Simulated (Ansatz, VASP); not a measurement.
## One calculation of SrAlH3, two programs

```
CELL_PARAMETERS angstrom
4.58546 0.00000 0.00000
0.00000 4.58546 0.00000
0.00000 0.00000 4.58546
ATOMIC_POSITIONS crystal
Sr 0.50000 0.50000 0.50000
Al 0.00000 0.00000 0.00000
H 0.00000 0.50000 0.50000
H 0.50000 0.50000 0.04362
H 0.50000 0.00000 0.50000
```

Alike in both runs: task single point; functional PBE; k mesh 5 × 5 × 5; no spin polarisation.

|  | VASP | Ansatz |
| --- | --- | --- |
| version | VASP 6.6.1 | Ansatz 0.2.0 |
| potentials or method | VASP PAW PBE potentials, release 64 (Sr_sv, Al, H), cutoff 500 eV | plane waves, PAW |
| occupations | fermi-dirac, width 0.1 eV | fermi-dirac |
| valence electrons in the cell | 16 | 16 |

```tsv
	VASP	Ansatz	Ansatz less VASP
rms of the force components (eV/Å)	0.463	0.457	-0.0062
```

Atom by atom the forces differ by 0.006 eV/Å (rms over components).
